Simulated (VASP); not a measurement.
# SrTiO (P4/mmm) in VASP: notebook

SrTiO is run at these levels: PBE; tasks: single point, relaxation of cell and atoms.

Everything below comes from runs of VASP 6.6.1. Logs are shortened: lines on timing, memory, paths and dates and some standing lists are left out, and cuts for length are marked.

## (1) The cell of the first run

Symmetry: P4/mmm, No. 123, tetragonal system. The conventional cell has a = 3.729 Å, b = 3.729 Å, c = 3.783 Å, α = 90.00°, β = 90.00°, γ = 90.00°. Sr (site symmetry 4/mmm) has 4 O at 2.64 Å and 8 Ti at 3.25 Å within 3.5 Å. Ti (site symmetry 4/mmm) has 2 O at 1.89 Å within 2.5 Å. O (site symmetry 4/mmm) has 2 Ti at 1.89 Å within 2.5 Å.

The cell was generated, and may not be a known phase.

## (2) Single point, PBE, collinear spin

The input, INCAR:

```
SYSTEM = SrTiO
PREC = Accurate
ENCUT = 520
EDIFF = 1E-7
ISMEAR = 0
SIGMA = 0.1
LREAL = .FALSE.
LASPH = .TRUE.
NELM = 150
ALGO = Normal
ISIF = 2
LWAVE = .FALSE.
LCHARG = .FALSE.
ISPIN = 2
MAGMOM = 0 1 0
LORBIT = 11
LMAXMIX = 4
GGA = PE
NBANDS = 25
```

The input, KPOINTS:

```
Automatic mesh
0
G
  6 6 6
  0 0 0
```

The input, POSCAR:

```
SrTiO
1.0
    3.7292651000      0.0000000000      0.0000000000
    0.0000000000      3.7292651000      0.0000000000
    0.0000000000      0.0000000000      3.7827601900
Sr Ti O
1 1 1
Direct
    0.0000000000      0.0000000000      0.0000000000
    0.5000000000      0.5000000000      0.5000000000
    0.5000000000      0.5000000000      0.0000000000
```

Potentials or basis: VASP PAW PBE potentials, release 64 (Sr_sv, Ti_sv, O).

Command:

```
> cat potpaw_PBE.64/Sr_sv/POTCAR potpaw_PBE.64/Ti_sv/POTCAR potpaw_PBE.64/O/POTCAR > POTCAR
> mpirun -np 1 vasp_std > vasp.out
```

OUTCAR:

```text
SYSTEM = SrTiO
   PREC = Accurate
   ENCUT = 520
   EDIFF = 1E-7
   ISMEAR = 0
   LREAL = .FALSE.
   LASPH = .TRUE.
   NELM = 150
   ISIF = 2
   ISPIN = 2
   LORBIT = 11
   GGA = PE

 ion  position               nearest neighbor table
   1  0.000  0.000  0.000-   3 2.64   3 2.64   3 2.64   3 2.64   2 3.25   2 3.25   2 3.25   2 3.25
                             2 3.25   2 3.25   2 3.25   2 3.25
   2  0.500  0.500  0.500-   3 1.89   3 1.89   1 3.25   1 3.25   1 3.25   1 3.25   1 3.25   1 3.25
                             1 3.25   1 3.25
   3  0.500  0.500  0.000-   2 1.89   2 1.89   1 2.64   1 2.64   1 2.64   1 2.64

  LATTYP: Found a simple tetragonal cell.
 ALAT       =     3.7292651000
 C/A-ratio  =     1.0143446734

  Lattice vectors:

 A1 = (   3.7292651000,   0.0000000000,   0.0000000000)
 A2 = (   0.0000000000,   3.7292651000,   0.0000000000)
 A3 = (   0.0000000000,   0.0000000000,   3.7827601900)

Analysis of symmetry for initial positions (statically):
=====================================================================
 Subroutine PRICEL returns:
 Original cell was already a primitive cell.

 Routine SETGRP: Setting up the symmetry group for a
 simple tetragonal supercell.

 Subroutine GETGRP returns: Found 16 space group operations
 (whereof 16 operations were pure point group operations)
 out of a pool of 16 trial point group operations.

The static configuration has the point symmetry D_4h.

Analysis of symmetry for dynamics (positions and initial velocities):
=====================================================================
 Subroutine PRICEL returns:
 Original cell was already a primitive cell.

 Routine SETGRP: Setting up the symmetry group for a
 simple tetragonal supercell.

 Subroutine GETGRP returns: Found 16 space group operations
 (whereof 16 operations were pure point group operations)
 out of a pool of 16 trial point group operations.

The dynamic configuration has the point symmetry D_4h.

Analysis of structural, dynamic, and magnetic symmetry:
=====================================================================
 Subroutine PRICEL returns:
 Original cell was already a primitive cell.

 Routine SETGRP: Setting up the symmetry group for a
 simple tetragonal supercell.

 Subroutine GETGRP returns: Found 16 space group operations
 (whereof 16 operations were pure point group operations)
 out of a pool of 16 trial point group operations.

The overall configuration has the point symmetry D_4h.

 Subroutine INISYM returns: Found 16 space group operations
 (whereof 16 operations are pure point group operations),
 and found     1 'primitive' translations

----------------------------------------------------------------------------------------

                                     Primitive cell

  volume of cell :      52.6084

  direct lattice vectors                    reciprocal lattice vectors
     3.729265100  0.000000000  0.000000000     0.268149347  0.000000000  0.000000000
     0.000000000  3.729265100  0.000000000     0.000000000  0.268149347  0.000000000
     0.000000000  0.000000000  3.782760190     0.000000000  0.000000000  0.264357229

  length of vectors
     3.729265100  3.729265100  3.782760190     0.268149347  0.268149347  0.264357229

  position of ions in fractional coordinates (direct lattice)
     0.000000000  0.000000000  0.000000000
     0.500000000  0.500000000  0.500000000
     0.500000000  0.500000000  0.000000000

  ion indices of the primitive-cell ions
   primitive index   ion index
                 1           1
                 2           2
                 3           3

----------------------------------------------------------------------------------------

 KPOINTS: Automatic mesh

Automatic generation of k-mesh.
 Grid dimensions read from file:
 generate k-points for:    6    6    6

 Generating k-lattice:

  Cartesian coordinates                     Fractional coordinates (reciprocal lattice)
     0.044691558  0.000000000  0.000000000     0.166666667  0.000000000  0.000000000
[... 59 lines left out ...]
      1     -51.6089      1.00000
      2     -29.0470      1.00000
      3     -28.2808      1.00000
      4     -27.7967      1.00000
      5     -27.7711      1.00000
      6     -14.2379      1.00000
[... 17 lines left out ...]
     24      13.6007      0.00000
     25      15.6585      0.00000

 [... further k-points ...]

 spin component 2

 k-point     1 :       0.0000    0.0000    0.0000
  band No.  band energies     occupation
      1     -51.6125      1.00000
      2     -29.1009      1.00000
      3     -28.1730      1.00000
      4     -27.7776      1.00000
      5     -27.7776      1.00000
      6     -14.4829      1.00000
[... 17 lines left out ...]
     24      14.2814      0.00000
     25      14.2814      0.00000

 k-point     2 :       0.1667    0.0000    0.0000
  band No.  band energies     occupation
      1     -51.6121      1.00000
      2     -29.0950      1.00000
      3     -28.1723      1.00000
      4     -27.7798      1.00000
      5     -27.7769      1.00000
      6     -14.5835      1.00000
[... 17 lines left out ...]
     24      13.3826      0.00000
     25      15.0156      0.00000

 k-point     3 :       0.3333    0.0000    0.0000
  band No.  band energies     occupation
      1     -51.6113      1.00000
      2     -29.0834      1.00000
      3     -28.1708      1.00000
      4     -27.7839      1.00000
      5     -27.7756      1.00000
      6     -14.7751      1.00000
[... 552 lines left out ...]
 k-point    23 :       0.3333    0.0000    0.3333
  band No.  band energies     occupation
      1     -51.6089      1.00000
      2     -29.0644      1.00000
      3     -28.2711      1.00000
      4     -27.7906      1.00000
      5     -27.7714      1.00000
      6     -14.1342      1.00000
[... 17 lines left out ...]
     24      13.6214      0.00000
     25      16.5040      0.00000

 k-point    24 :       0.5000    0.0000    0.3333
  band No.  band energies     occupation
      1     -51.6086      1.00000
      2     -29.0470      1.00000
      3     -28.2807      1.00000
      4     -27.7964      1.00000
      5     -27.7708      1.00000
      6     -14.2379      1.00000
[... 17 lines left out ...]
     24      13.6008      0.00000
     25      15.6585      0.00000

 [... further k-points ...]

------------------------ aborting loop because EDIFF is reached ----------------------------------------

  FORCE on cell =-STRESS in cart. coord.  units (eV):
  Direction    XX          YY          ZZ          XY          YZ          ZX
  --------------------------------------------------------------------------------------
  -------------------------------------------------------------------------------------
  Total        1.8217342      1.8217342      7.2281531      0.0000000      0.0000000      0.0000000
  in kB       55.4804887     55.4804887    220.1317069      0.0000000      0.0000000      0.0000000
  external PRESSURE =     110.3642281 kB  Pullay stress =       0.0000000 kB

 VOLUME and BASIS-vectors are now :
 -----------------------------------------------------------------------------
  energy-cutoff  :      520.00
  volume of cell :       52.61
      direct lattice vectors                 reciprocal lattice vectors
     3.729265100  0.000000000  0.000000000     0.268149347  0.000000000  0.000000000
     0.000000000  3.729265100  0.000000000     0.000000000  0.268149347  0.000000000
     0.000000000  0.000000000  3.782760190     0.000000000  0.000000000  0.264357229

 POSITION                                       TOTAL-FORCE (eV/Angst)
 -----------------------------------------------------------------------------------
      0.00000      0.00000      0.00000         0.000000      0.000000      0.000000
      1.86463      1.86463      1.89138         0.000000      0.000000      0.000000
      1.86463      1.86463      0.00000         0.000000      0.000000      0.000000
 -----------------------------------------------------------------------------------
    total drift:                                0.000000      0.000000      0.000000

  FREE ENERGIE OF THE ION-ELECTRON SYSTEM (eV)
  ---------------------------------------------------
  free  energy   TOTEN  =       -18.7111281880 eV

  energy  without entropy=      -18.6947421246  energy(sigma->0) =      -18.70293516

 total charge

# of ion       s       p       d       tot
------------------------------------------
    1        2.034   5.773   0.354   8.162
    2        2.234   6.158   1.931  10.323
    3        1.571   3.505   0.000   5.076
--------------------------------------------------
tot          5.840  15.436   2.285  23.561

 magnetization (x)

# of ion       s       p       d       tot
------------------------------------------
    1        0.000   0.000   0.000   0.000
    2        0.000   0.000   0.000   0.000
    3       -0.000  -0.000   0.000  -0.000
--------------------------------------------------
tot          0.000   0.000   0.000   0.000
```

Wall time 8.9 min (1 thread of Intel Xeon 8259CL, shared host); peak memory 0.24 GiB.

What came out:

```yaml
Free_energy: -18.7111 eV
Pressure: 11.0 GPa
Band_gap_on_the_k_mesh: zero (filled and empty bands overlap)
Net_moment: 0.00 μB per cell
Valence_electrons_inside_the_program's_atomic_spheres: Sr 8.16; Ti 10.32; O 5.08
```

Stress tensor (GPa, compression positive):
```
 5.55  0.00  0.00
 0.00  5.55  0.00
 0.00  0.00 22.01
```

Levels at points of the mesh, in eV from the Fermi level:
Spin up:
```tsv
k point	band 10	band 11	band 12	band 13	band 14	band 15	band 16	band 17	band 18	band 19
(0.00, 0.00, 0.00)	-4.74	-4.74	-4.62	-3.55	-1.43	0.48	0.48	0.86	3.23	3.39
(0.50, 0.00, 0.00)	-6.09	-5.48	-4.71	-1.00	-0.40	0.30	0.71	0.75	1.74	3.97
(0.50, 0.50, 0.00)	-4.93	-4.93	-4.55	-1.29	-0.38	-0.38	1.54	1.57	3.06	3.06
(0.00, 0.00, 0.50)	-7.40	-5.42	-5.42	-1.70	-0.34	1.16	1.64	2.49	2.56	2.56
(0.50, 0.00, 0.50)	-7.49	-6.61	-6.13	-1.97	0.06	1.45	1.72	2.24	2.59	4.56
(0.50, 0.50, 0.50)	-7.36	-5.56	-5.56	-0.15	-0.15	0.05	1.61	2.37	2.37	2.87
```
Spin down:
```tsv
k point	band 11	band 12	band 13	band 14	band 15	band 16	band 17	band 18
(0.00, 0.00, 0.00)	-4.74	-4.62	-3.55	-1.43	0.48	0.48	0.86	3.23
(0.50, 0.00, 0.00)	-5.48	-4.71	-1.00	-0.40	0.30	0.71	0.75	1.74
(0.50, 0.50, 0.00)	-4.93	-4.55	-1.29	-0.38	-0.38	1.54	1.57	3.06
(0.00, 0.00, 0.50)	-5.42	-5.42	-1.70	-0.34	1.16	1.64	2.49	2.56
(0.50, 0.00, 0.50)	-6.61	-6.13	-1.97	0.06	1.45	1.72	2.24	2.59
(0.50, 0.50, 0.50)	-5.56	-5.56	-0.15	-0.15	0.05	1.61	2.37	2.37
```

Caveat: the stress differs along the axes, from 6 to 22 GPa.

## (3) Single point, PBE, collinear spin

This run uses another cell than the first one, of 19.46 Å³/atom.

The input, INCAR:

```
PREC = Accurate
ENCUT = 520
EDIFF = 1E-6
ISMEAR = 0
SIGMA = 0.1
LREAL = F
LASPH = T
NELM = 150
ALGO = Normal
ISIF = 2
LWAVE = F
LCHARG = T
ISPIN = 2
MAGMOM = 0 1 0
LORBIT = 11
LMAXMIX = 4
GGA = PE
LELF = T
LVHAR = T
NBANDS = 25
```

The input, KPOINTS:

```
regular mesh
0
Gamma
  6 6 6
```

The input, POSCAR:

```
SrTiO
1.0
    3.8409682671      0.0000000000      0.0000000000
    0.0000000000      3.8409682671      0.0000000000
    0.0000000000      0.0000000000      3.9581542889
Sr Ti O
1 1 1
Direct
    0.0000000000      0.0000000000      0.0000000000
    0.5000000000      0.5000000000      0.5000000000
    0.5000000000      0.5000000000      0.0000000000
```

Potentials or basis: VASP PAW PBE potentials, release 64 (Sr_sv, Ti_sv, O).

Command:

```
> cat potpaw_PBE.64/Sr_sv/POTCAR potpaw_PBE.64/Ti_sv/POTCAR potpaw_PBE.64/O/POTCAR > POTCAR
> mpirun -np 1 vasp_std > vasp.out
```

Run time: 5 min. Hardware: 1 thread of Intel Xeon 8259CL, shared host; peak memory 0.26 GiB.

The run converged. Its results:

| Quantity | Value |
| --- | --- |
| Free energy | -18.9180 eV |
| Pressure | -0.3 GPa |
| Band gap on the k mesh | zero (filled and empty bands overlap) |
| Net moment | 0.00 μB per cell |
| Valence electrons inside the program's atomic spheres | Sr 8.09; Ti 10.18; O 5.01 |

Stress tensor (GPa, compression positive):
```
-0.69  0.00  0.00
 0.00 -0.69  0.00
 0.00  0.00  0.35
```

Levels at points of the mesh, in eV from the Fermi level:
Spin up:
| k point | band 11 | band 12 | band 13 | band 14 | band 15 | band 16 | band 17 | band 18 |
| --- | --- | --- | --- | --- | --- | --- | --- | --- |
| (0.00, 0.00, 0.00) | -4.42 | -4.42 | -3.40 | -1.16 | 0.45 | 0.45 | 0.81 | 2.96 |
| (0.50, 0.00, 0.00) | -5.02 | -4.68 | -1.00 | -0.39 | 0.24 | 0.62 | 0.67 | 1.50 |
| (0.50, 0.50, 0.00) | -4.68 | -4.54 | -1.19 | -0.32 | -0.32 | 1.38 | 1.41 | 2.75 |
| (0.00, 0.00, 0.50) | -4.96 | -4.96 | -1.80 | -0.28 | 1.03 | 1.76 | 2.05 | 2.10 |
| (0.50, 0.00, 0.50) | -6.03 | -5.53 | -1.73 | 0.12 | 1.08 | 1.50 | 1.80 | 2.13 |
| (0.50, 0.50, 0.50) | -5.17 | -5.17 | -0.06 | -0.04 | -0.04 | 1.41 | 1.93 | 1.93 |
Spin down:
| k point | band 10 | band 11 | band 12 | band 13 | band 14 | band 15 | band 16 | band 17 | band 18 | band 19 |
| --- | --- | --- | --- | --- | --- | --- | --- | --- | --- | --- |
| (0.00, 0.00, 0.00) | -4.62 | -4.42 | -4.42 | -3.41 | -1.16 | 0.44 | 0.44 | 0.81 | 2.96 | 3.14 |
| (0.50, 0.00, 0.00) | -5.66 | -5.02 | -4.68 | -1.00 | -0.39 | 0.24 | 0.61 | 0.67 | 1.50 | 3.85 |
| (0.50, 0.50, 0.00) | -4.68 | -4.68 | -4.54 | -1.19 | -0.32 | -0.32 | 1.37 | 1.40 | 2.75 | 2.75 |
| (0.00, 0.00, 0.50) | -6.86 | -4.96 | -4.96 | -1.80 | -0.28 | 1.03 | 1.76 | 2.05 | 2.10 | 2.10 |
| (0.50, 0.00, 0.50) | -6.92 | -6.03 | -5.53 | -1.73 | 0.12 | 1.08 | 1.50 | 1.80 | 2.12 | 4.31 |
| (0.50, 0.50, 0.50) | -6.78 | -5.17 | -5.17 | -0.06 | -0.04 | -0.04 | 1.41 | 1.93 | 1.93 | 2.42 |

## (4) Relaxation of cell and atoms, PBE, collinear spin

The input, INCAR:

```
PREC     = Accurate       # precision mode
ENCUT    = 600            # plane-wave cutoff, eV
EDIFF    = 1E-6           # SCF threshold, eV
ISMEAR   = 0              # smearing method
SIGMA    = 0.1            # smearing width, eV
LREAL    = F              # projectors in reciprocal space
LASPH    = T              # aspherical terms in the spheres
NELM     = 150            # most SCF steps
ALGO     = Normal         # electronic algorithm
ISIF     = 3              # what is computed and relaxed
LWAVE    = F              # write WAVECAR
LCHARG   = F              # write CHGCAR
ISPIN    = 2              # spin polarisation
MAGMOM   = 0 1 0          # initial moments
LORBIT   = 11             # projections on sites
LMAXMIX  = 4              # l up to which the mixer works
GGA      = PE             # functional
IBRION   = 2              # ionic algorithm
NSW      = 90             # ionic steps
EDIFFG   = -0.04          # ionic threshold
```

KPOINTS is that of step 3.

The input, POSCAR:

```
SrTiO
1.0
    3.7292651000      0.0000000000      0.0000000000
    0.0000000000      3.7292651000      0.0000000000
    0.0000000000      0.0000000000      3.7827601900
Sr Ti O
1 1 1
Direct
    0.0000000000      0.0000000000      0.0000000000
    0.5000000000      0.5000000000      0.5000000000
    0.5000000000      0.5000000000      0.0000000000
```

Command:

```
> cat potpaw_PBE.64/Sr_sv/POTCAR potpaw_PBE.64/Ti_sv/POTCAR potpaw_PBE.64/O/POTCAR > POTCAR
> mpirun -np 1 vasp_std > vasp.out
```

It took 19 min on 1 thread of Intel Xeon 8259CL, shared host; peak memory 0.27 GiB.

The run converged. Its results:

```
Free energy                                           : -18.9173 eV
Relaxed volume                                        : 19.32 Å³/atom
Relaxed cell                                          : a = 3.823 Å, b = 3.823 Å, c = 3.965 Å, α = 90.00°, β = 90.00°, γ = 90.00°
Space group after relaxing (to 0.1 Å)                 : P4/mmm (No. 123)
Energy gained by relaxing                             : 68.0 meV/atom
Ionic steps                                           : 7
Pressure after relaxing                               : -0.1 GPa
Band gap on the k mesh                                : zero (filled and empty bands overlap)
Net moment                                            : 0.00 μB per cell
Valence electrons inside the program's atomic spheres : Sr 8.09; Ti 10.18; O 5.01
```

Stress tensor (GPa, compression positive):
```
-0.30  0.00  0.00
 0.00 -0.30  0.00
 0.00  0.00  0.24
```

Step by step:
| step | energy change (eV) | largest force (eV/Å) | pressure (GPa) | volume (Å³) |
| --- | --- | --- | --- | --- |
| 1 | 0.0000 | 0.0000 | 10.93 | 52.61 |
| 2 | -0.0166 | 0.0000 | -6.91 | 62.12 |
| 3 | -0.2020 | 0.0000 | 0.15 | 57.08 |
| 4 | -0.2022 | 0.0000 | 0.31 | 56.99 |
| 5 | -0.2021 | 0.0000 | 0.48 | 56.90 |
| 6 | -0.2038 | 0.0000 | 0.30 | 57.23 |
| 7 | -0.2039 | 0.0000 | -0.12 | 57.95 |

Final structure:
```
Sr Ti O
1.0
     3.82281    0.00000    0.00000
     0.00000    3.82281    0.00000
     0.00000    0.00000    3.96519
Sr Ti O
1 1 1
Direct
  0.00000 0.00000 0.00000
  0.50000 0.50000 0.50000
  0.50000 0.50000 0.00000
```

Levels at points of the mesh, in eV from the Fermi level:
Spin up:
```
           k point  band 12  band 13  band 14  band 15  band 16  band 17
(0.00, 0.00, 0.00)    -4.41    -3.41    -1.16     0.45     0.45     0.83
(0.50, 0.00, 0.00)    -4.70    -0.99    -0.39     0.23     0.62     0.68
(0.50, 0.50, 0.00)    -4.55    -1.19    -0.34    -0.34     1.40     1.45
(0.00, 0.00, 0.50)    -4.94    -1.81    -0.29     1.05     1.75     2.09
(0.50, 0.00, 0.50)    -5.54    -1.73     0.13     1.09     1.52     1.78
(0.50, 0.50, 0.50)    -5.14    -0.07    -0.03    -0.03     1.43     1.91
```
Spin down:
| k point | band 11 | band 12 | band 13 | band 14 | band 15 | band 16 | band 17 | band 18 |
| --- | --- | --- | --- | --- | --- | --- | --- | --- |
| (0.00, 0.00, 0.00) | -4.41 | -4.41 | -3.41 | -1.16 | 0.45 | 0.45 | 0.83 | 2.96 |
| (0.50, 0.00, 0.00) | -5.03 | -4.70 | -0.99 | -0.39 | 0.24 | 0.63 | 0.68 | 1.53 |
| (0.50, 0.50, 0.00) | -4.66 | -4.55 | -1.19 | -0.34 | -0.34 | 1.40 | 1.45 | 2.79 |
| (0.00, 0.00, 0.50) | -4.94 | -4.94 | -1.81 | -0.29 | 1.05 | 1.75 | 2.10 | 2.10 |
| (0.50, 0.00, 0.50) | -6.04 | -5.53 | -1.73 | 0.13 | 1.09 | 1.53 | 1.78 | 2.12 |
| (0.50, 0.50, 0.50) | -5.14 | -5.14 | -0.06 | -0.03 | -0.03 | 1.43 | 1.91 | 1.91 |

## (5) Overview

```csv
task,cell,cutoff (eV),gap on the mesh (eV),pressure (GPa),moment (μB)
single point,"a = 3.729, b = 3.729, c = 3.783 Å, 3 atoms",520,none,11.0,0.00
single point,"a = 3.841, b = 3.841, c = 3.958 Å, 3 atoms",520,none,-0.3,0.00
relaxation of cell and atoms,"relaxed from a = 3.729, b = 3.729, c = 3.783 Å, 3 atoms",600,none,-0.1,0.00
```

Alike in all rows: level PBE; potentials or basis VASP PAW PBE potentials, release 64 (Sr_sv, Ti_sv, O); spin collinear; k mesh 6 × 6 × 6; smearing gaussian 0.1 eV.

Caveats: the stress differs along the axes, from 6 to 22 GPa (at least some runs).

Absolute energies hang on the potentials; compare differences alone.
